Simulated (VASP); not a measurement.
## Be2C: relaxation of cell and atoms with r2SCAN+D4

The system is Be2C.

```xyz
3
Lattice="0.0000 2.1650 2.1650 2.1650 0.0000 2.1650 2.1650 2.1650 0.0000" Properties=species:S:1:pos:R:3 pbc="T T T"
Be    1.0825    1.0825    1.0825
Be    3.2475    3.2475    3.2475
C     0.0000    0.0000    0.0000
```

| Property | Result |
| --- | --- |
| Program | VASP 6.6.1 |
| Task | relaxation of cell and atoms |
| Functional | r2SCAN |
| Dispersion | D4 |
| Potentials or basis | VASP PAW PBE potentials, release 64 (Be, C) |
| Cutoff | 660 eV |
| k mesh | 8 × 8 × 8 |
| Occupations | gaussian, width 0.01 eV |
| Spin | no spin polarisation |
| Dipole correction | no |
| Further INCAR settings | ALGO = Normal; EDIFF = 1e-07; IBRION = 2; EDIFFG = -0.03; NSW = 60; ISIF = 3 |

```json
{"Relaxed volume": "6.69 Å³/atom", "Relaxed cell": "a = 3.050 Å, b = 3.050 Å, c = 3.050 Å, α = 60.00°, β = 60.00°, γ = 60.00°", "Space group after relaxing (to 0.1 Å)": "Fm-3m (No. 225)", "Energy gained by relaxing": "0.4 meV/atom", "Ionic steps": "2", "Pressure after relaxing": "0.5 GPa", "Band gap on the k mesh": "1.53 eV (least direct gap 4.64 eV)", "Dispersion energy per atom": "-0.065 eV"}
```

The path:
| step | energy change (eV) | largest force (eV/Å) | pressure (GPa) | volume (Å³) |
| --- | --- | --- | --- | --- |
| 1 | 0.0000 | 0.0000 | -1.94 | 20.30 |
| 2 | -0.0011 | 0.0000 | 0.48 | 20.06 |

Final structure:
```yaml
crystal:
  lattice:
    - [0.00000, 2.15645, 2.15645]
    - [2.15645, 0.00000, 2.15645]
    - [2.15645, 2.15645, 0.00000]
  atoms:
    - { symbol: Be, position: [0.25000, 0.25000, 0.25000] }
    - { symbol: Be, position: [0.75000, 0.75000, 0.75000] }
    - { symbol: C, position: [0.00000, 0.00000, 0.00000] }
```

Levels at points of the mesh, in eV from the valence-band top:
| k point | band 1 | band 2 | band 3 | band 4 | band 5 | band 6 | band 7 | band 8 |
| --- | --- | --- | --- | --- | --- | --- | --- | --- |
| (0.00, 0.00, 0.00) | -16.02 | 0.00 | 0.00 | 0.00 | 4.64 | 4.64 | 4.64 | 7.53 |
| (0.50, 0.00, 0.00) | -13.04 | -9.15 | -1.92 | -1.92 | 5.56 | 5.56 | 7.68 | 10.87 |
| (0.50, 0.50, 0.00) | -12.22 | -7.17 | -4.96 | -4.96 | 1.53 | 6.25 | 14.52 | 14.52 |

It took 110 s on 1 thread of Intel Xeon 8259CL (shared host), peak memory 0.16 GiB.

Caveat: the PAW data sets were made with another functional, which shifts forces and pressure a little. A k mesh can miss the band edges.
